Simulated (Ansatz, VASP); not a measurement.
## Si2Ni: VASP beside Ansatz

```xyz
12
Lattice="5.3914 0.0000 0.0000 0.0000 -5.3914 0.0000 0.0000 0.0000 -5.3914" Properties=species:S:1:pos:R:3 pbc="T T T"
Si    1.3479   -1.3479   -1.3479
Si    4.0436   -4.0436   -1.3479
Si    4.0436   -1.3479   -4.0436
Si    1.3479   -4.0436   -4.0436
Si    4.0436   -4.0436   -4.0436
Si    1.3479   -1.3479   -4.0436
Si    1.3479   -4.0436   -1.3479
Si    4.0436   -1.3479   -1.3479
Ni    0.0000    0.0000    0.0000
Ni    2.6957   -2.6957    0.0000
Ni    2.6957    0.0000   -2.6957
Ni    0.0000   -2.6957   -2.6957
```

Alike in both runs: task single point; functional PBEsol; k mesh 10 × 10 × 10; occupations gaussian, width 0.15 eV; no spin polarisation.

|  | VASP | Ansatz |
| --- | --- | --- |
| version | VASP 6.6.1 | Ansatz 0.2.0 |
| potentials or method | VASP PAW PBE potentials, release 64 (Si, Ni), cutoff 520 eV | scalar-relativistic, plane waves, PAW |
| valence electrons in the cell | 72 | 104 |

Ansatz gave:

* gap on the k mesh at the Fermi level (eV): none
* pressure (GPa): -0.2

Q: Which values does VASP return?

A: gap on the k mesh at the Fermi level (eV): none; pressure (GPa): -0.1.

VASP's potentials were made for PBE, not for PBEsol. A gap of «none» marks a metal or a gap that the smearing closes. VASP's potentials hold 72 valence electrons a cell and Ansatz's 104, so a difference there can come from the potentials and not from the codes.
